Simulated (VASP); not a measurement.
Crystal: SnO2.

```xyz
6
Lattice="4.7648 0.0000 0.0000 0.0000 4.7648 0.0000 0.0000 0.0000 3.2075" Properties=species:S:1:pos:R:3 pbc="T T T"
Sn    2.3824    2.3824    1.6037
Sn    0.0000    0.0000    0.0000
O     0.9245    3.8403    1.6037
O     3.8403    0.9245    1.6037
O     1.4579    1.4579    0.0000
O     3.3069    3.3069    0.0000
```

| Quantity | Value |
| --- | --- |
| Program | VASP 6.6.1 |
| Task | relaxation of cell and atoms |
| Functional | PBE |
| Potentials or basis | VASP PAW PBE potentials, release 64 (Sn_d, O) |
| Cutoff | 600 eV |
| k mesh | 6 × 6 × 8 |
| Occupations | gaussian, width 0.02 eV |
| Spin | no spin polarisation |

At the start: pressure 7.3 GPa; volume 12.14 Å³/atom.

Where does the relaxation end?

Over 13 steps the energy falls by 10.1 meV/atom and the volume is 12.61 Å³/atom (+3.9 %); space group P4_2/mnm (No. 136, to 0.05 Å).

The path:
```
step  energy change (eV)  largest force (eV/Å)  pressure (GPa)  volume (Å³)
   1              0.0000                0.0408            7.28        72.82
   2              0.0188                0.2360           -7.02        78.79
   3             -0.0587                0.1010            0.01        75.51
   4             -0.0587                0.0984            0.14        75.45
   5             -0.0605                0.0096            0.10        75.57
   6             -0.0605                0.0110            0.08        75.59
   7             -0.0605                0.0116            0.09        75.60
   8             -0.0605                0.0165            0.07        75.60
   9             -0.0606                0.0061           -0.06        75.67
  10             -0.0606                0.0075           -0.03        75.66
  11             -0.0606                0.0066           -0.02        75.67
  12             -0.0606                0.0059           -0.03        75.67
  13             -0.0606                0.0020            0.04        75.64
```

Final structure:
```yaml
crystal:
  lattice:
    - [4.83042, 0.00000, 0.00000]
    - [0.00000, 4.83042, 0.00000]
    - [0.00000, 0.00000, 3.24195]
  atoms:
    - { symbol: Sn, position: [0.50000, 0.50000, 0.50000] }
    - { symbol: Sn, position: [0.00000, 0.00000, 0.00000] }
    - { symbol: O, position: [0.19345, 0.80655, 0.50000] }
    - { symbol: O, position: [0.80655, 0.19345, 0.50000] }
    - { symbol: O, position: [0.30655, 0.30655, 0.00000] }
    - { symbol: O, position: [0.69345, 0.69345, 0.00000] }
```
